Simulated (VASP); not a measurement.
Wanted: the native input for a VASP 6.6.1 run.

```
Task                   : single point
Functional             : PBE
Potentials or basis    : VASP PAW PBE potentials, release 64 (Si, Se)
Cutoff                 : 520 eV
k mesh                 : 6 × 6 × 10
Occupations            : gaussian, width 0.1 eV
Spin                   : no spin polarisation
Dipole correction      : no
Further INCAR settings : ALGO = Normal; EDIFF = 1e-07; NBANDS = 22
```

The structure of Si5Se lies in POSCAR:

```
Si5Se
1.0
    6.2640633572      0.0000000000      0.0000000000
   -3.1320316786      5.4248379983      0.0000000000
    0.0000000000      0.0000000000      4.0400313009
Si Se
5 1
Direct
    0.2708958450      0.0000000000      0.0000000000
    0.0000000000      0.2708958450      0.0000000000
    0.7291041550      0.7291041550      0.0000000000
    0.3333333333      0.6666666667      0.0000000000
    0.6666666667      0.3333333333      0.0000000000
    0.0000000000      0.0000000000      0.5000000000
```

The input as run:

INCAR

```
SYSTEM = Si5Se
ALGO = Normal ; EDIFF = 1E-7
ENCUT = 520 ; GGA = PE
ISIF = 2 ; ISMEAR = 0
LASPH = .True. ; LCHARG = .True.
LELF = .True. ; LREAL = .False.
LVHAR = .True. ; LWAVE = .False.
NBANDS = 22 ; NELM = 100
PREC = Accurate ; SIGMA = 0.1
```

KPOINTS

```
k-points
0
Gamma
  6 6 10
  0 0 0
```

Potentials or basis: VASP PAW PBE potentials, release 64 (Si, Se).

The run is started by

```console
$ cat potpaw_PBE.64/Si/POTCAR potpaw_PBE.64/Se/POTCAR > POTCAR
$ mpirun -np 1 vasp_std > vasp.out
```

It gave:

| Item | Value |
| --- | --- |
| Pressure | 0.0 GPa |
| Band gap on the k mesh | zero (band 13 reaches 5.73 eV, above the bottom of band 14 at 3.79 eV) |

Wall time 55 s on 1 thread of Intel(R) Xeon(R) 6975P-C (Granite Rapids), on a shared host, peak memory 0.29 GiB.
